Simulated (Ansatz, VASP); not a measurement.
S in VASP and in Ansatz

File INCAR:

```
SYSTEM = S
PREC = Accurate
ENCUT = 520
EDIFF = 1E-6
ISMEAR = -1
SIGMA = 0.05
LREAL = .False.
LASPH = .True.
NELM = 100
ALGO = Normal
ISIF = 2
LWAVE = .False.
LCHARG = .True.
GGA = PS
LELF = .True.
LVHAR = .True.
NBANDS = 9
```

The input KPOINTS:

```
regular mesh
0
Gamma
  16 16 16
  0 0 0
```

POSCAR

```
S
1.0
    1.8709594982      0.0000000000      0.0000000000
    0.0000000000      1.8709594982      0.0000000000
    0.0000000000      0.0000000000      1.8709594982
S
1
Direct
    0.0000000000      0.0000000000      0.0000000000
```

Input for Ansatz:

```yaml
crystal:
  lattice:
    - [1.8709594982, 0.0, 0.0]
    - [0.0, 1.8709594982, 0.0]
    - [0.0, 0.0, 1.8709594982]
  atoms:
    - { symbol: S, position: [0.0, 0.0, 0.0] }
kpoints:
  mp_grid: { grid: [16, 16, 16] }
scf:
  occupations: { method: fermi_dirac, width: 0.05 }
hamiltonian:
  xc: pbesol
  pseudopotentials: { kind: all_electron, datasets: crystal }
output:
  forces: true
  stress: true
  eigenvalues: true
```

Change from the starting cell: volume scaled by 0.4, crystal datasets.

Alike in both runs: task single point; functional PBEsol; k mesh 16 × 16 × 16; occupations fermi-dirac, width 0.05 eV; no spin polarisation.

|  | VASP | Ansatz |
| --- | --- | --- |
| version | VASP 6.6.1 | Ansatz 0.2.0 |
| potentials or method | VASP PAW PBE potentials, release 64 (S), cutoff 520 eV | all-electron PAW with datasets made for the crystal, scalar-relativistic |

Ansatz gave:

- pressure (GPa): 393.5

Problem. What did VASP give for the same quantities?

Solution. Pressure (GPa): 388.0.

VASP's potentials were made for PBE, not for PBEsol. Both programs put the cell under a high pressure, so it lies far from rest at this level. Ansatz ran all-electron here, and VASP with PAW potentials. Ansatz's warnings: printed levels off.

Noted on VASP's run: the cell as given lies far from equilibrium.
